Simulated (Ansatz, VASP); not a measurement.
**Two plane-wave programs on Hf8O15**

```
Hf O
1.0
    -4.83012   -4.83012    0.00000
    -4.83012    4.83012    0.00000
     4.83012    0.00000   -6.41943
Hf O
8 15
Direct
  0.25009 0.25078 0.50036
  0.99955 0.00012 0.99923
  0.74940 0.74864 0.49914
  0.50005 0.49932 0.00043
  0.12469 0.63387 0.24982
  0.87481 0.37566 0.74992
  0.62490 0.12170 0.24980
  0.37473 0.87561 0.74969
  0.87409 0.67906 0.74842
  0.62479 0.42842 0.24980
  0.37547 0.18048 0.75116
  0.44277 0.75097 0.49733
  0.19524 0.50347 0.00229
  0.94627 0.25057 0.50114
  0.69494 0.99924 0.99846
  0.05427 0.75099 0.49735
  0.80673 0.50348 0.00228
  0.55463 0.25051 0.50104
  0.30341 0.99928 0.99855
  0.12477 0.31437 0.24978
  0.87458 0.06980 0.74934
  0.62478 0.81869 0.24981
  0.37506 0.57030 0.75028
```

Change from the starting cell: O vacancy (site f), charge +0, atoms relaxed at the host's cell.

Alike in both runs: functional PBEsol; k mesh 2 × 2 × 2; occupations gaussian, width 0.01 eV; no spin polarisation.

Ansatz relaxed the structure, and its values are those at the end. VASP's run is a single point on that final structure, the one shown.

|  | VASP | Ansatz |
| --- | --- | --- |
| version | VASP 6.6.1 | Ansatz 0.2.0 |
| potentials or method | VASP PAW PBE potentials, release 64 (Hf_pv, O), cutoff 520 eV | scalar-relativistic, plane waves, PAW |
| valence electrons in the cell | 170 | 298 |

VASP gave:

- gap on the k mesh at the Fermi level (eV): 1.03
- least direct gap on the mesh (eV): 1.20
- rms of the force components (eV/Å): 0.030

Question: Estimate Ansatz's values.

Answer: gap on the k mesh at the Fermi level (eV): 1.04; least direct gap on the mesh (eV): 1.21; rms of the force components (eV/Å): 0.005.

VASP's potentials were made for PBE, not for PBEsol. With one functional, cell and mesh, what is left measures potentials, basis and numerics. VASP's potentials hold 170 valence electrons a cell and Ansatz's 298, so a difference there can come from the potentials and not from the codes.

The k mesh is coarse, so the values compare programs but aren't converged. Neither program's run includes spin-orbit coupling.
